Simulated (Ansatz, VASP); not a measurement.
**GaAuC6N6: VASP beside Ansatz**

INCAR

```
SYSTEM = GaAuC6N6
PREC     = Accurate       ! precision mode
ENCUT    = 520            ! plane-wave cutoff, eV
EDIFF    = 1E-6           ! SCF threshold, eV
ISMEAR   = 0              ! smearing method
SIGMA    = 0.1            ! smearing width, eV
LREAL    = .False.        ! projectors in reciprocal space
LASPH    = .True.         ! aspherical terms in the spheres
NELM     = 150            ! most SCF steps
ALGO     = Normal         ! electronic algorithm
ISIF     = 2              ! what is computed and relaxed
LWAVE    = .False.        ! write WAVECAR
LCHARG   = .False.        ! write CHGCAR
ISPIN    = 2              ! spin polarisation
MAGMOM   = 0 0 0 0 0 0 0 1 0 0 0 0 0 0 ! initial moments
LORBIT   = 11             ! projections on sites
LMAXMIX  = 4              ! l up to which the mixer works
GGA      = PE             ! functional
NBANDS   = 56             ! bands
```

The input KPOINTS:

```
Automatic mesh
0
Gamma
  4 4 4
  0 0 0
```

File POSCAR:

```
GaAuC6N6
1.0
    0.0000000000      5.0735000000      5.0735000000
    5.0735000000      0.0000000000      5.0735000000
    5.0735000000      5.0735000000      0.0000000000
Ga C Au N
1 6 1 6
Direct
    0.0000000000      0.0000000000      0.0000000000
    0.8131467400      0.1868532600      0.1868532600
    0.1868532600      0.8131467400      0.1868532600
    0.1868532600      0.1868532600      0.8131467400
    0.1868532600      0.8131467400      0.8131467400
    0.8131467400      0.1868532600      0.8131467400
    0.8131467400      0.8131467400      0.1868532600
    0.5000000000      0.5000000000      0.5000000000
    0.6978417300      0.3021582700      0.3021582700
    0.3021582700      0.6978417300      0.3021582700
    0.3021582700      0.3021582700      0.6978417300
    0.3021582700      0.6978417300      0.6978417300
    0.6978417300      0.3021582700      0.6978417300
    0.6978417300      0.6978417300      0.3021582700
```

Input for Ansatz:

```yaml
crystal:
  lattice:
    - [0.0, 5.0735, 5.0735]
    - [5.0735, 0.0, 5.0735]
    - [5.0735, 5.0735, 0.0]
  atoms:
    - { symbol: Ga, position: [0.0, 0.0, 0.0] }
    - { symbol: C, position: [0.81314674, 0.18685326, 0.18685326] }
    - { symbol: C, position: [0.18685326, 0.81314674, 0.18685326] }
    - { symbol: C, position: [0.18685326, 0.18685326, 0.81314674] }
    - { symbol: C, position: [0.18685326, 0.81314674, 0.81314674] }
    - { symbol: C, position: [0.81314674, 0.18685326, 0.81314674] }
    - { symbol: C, position: [0.81314674, 0.81314674, 0.18685326] }
    - { symbol: Au, position: [0.5, 0.5, 0.5], spin: 1.0 }
    - { symbol: "N", position: [0.69784173, 0.30215827, 0.30215827] }
    - { symbol: "N", position: [0.30215827, 0.69784173, 0.30215827] }
    - { symbol: "N", position: [0.30215827, 0.30215827, 0.69784173] }
    - { symbol: "N", position: [0.30215827, 0.69784173, 0.69784173] }
    - { symbol: "N", position: [0.69784173, 0.30215827, 0.69784173] }
    - { symbol: "N", position: [0.69784173, 0.69784173, 0.30215827] }
basis:
  ecutwfc: 420
kpoints:
  mp_grid: { grid: [4, 4, 4] }
hamiltonian:
  xc: pbe
scf:
  occupations: { method: gaussian, width: 0.1 }
  lower_state_search: "off"
output:
  forces: true
  stress: true
  eigenvalues: true
  populations: true
magnetization:
  spin_polarized: true
```

Alike in both runs: task single point; functional PBE; k mesh 4 × 4 × 4; occupations gaussian, width 0.1 eV; collinear spin.

```csv
,VASP,Ansatz
version,VASP 6.6.1,Ansatz 0.2.0
potentials or method,"VASP PAW PBE potentials, release 64 (Ga_d, C, Au, N), cutoff 520 eV","scalar-relativistic, plane waves, PAW"
valence electrons in the cell,78,86
```

|  | VASP | Ansatz | Ansatz less VASP |
| --- | --- | --- | --- |
| pressure (GPa) | 17.3 | 16.8 | -0.51 |
| rms of the force components (eV/Å) | 1.864 | 2.169 | +0.3049 |
| net moment per atom (μB) | 0.00 | 0.14 | +0.143 |
| size of the moment on the site where the two differ most (μB) | 0.00 | 0.93 | +0.929 |

The net moments are unlike, so the other rows may belong to different states. Site moments also hang on the region over which each program counts them. Atom by atom the forces differ by 0.305 eV/Å (rms over components). VASP's potentials hold 78 valence electrons a cell and Ansatz's 86, so a difference there can come from the potentials and not from the codes.

Neither program's run includes spin-orbit coupling. Noted on VASP's run: the standard files for N, O and F lose accuracy on very short bonds.
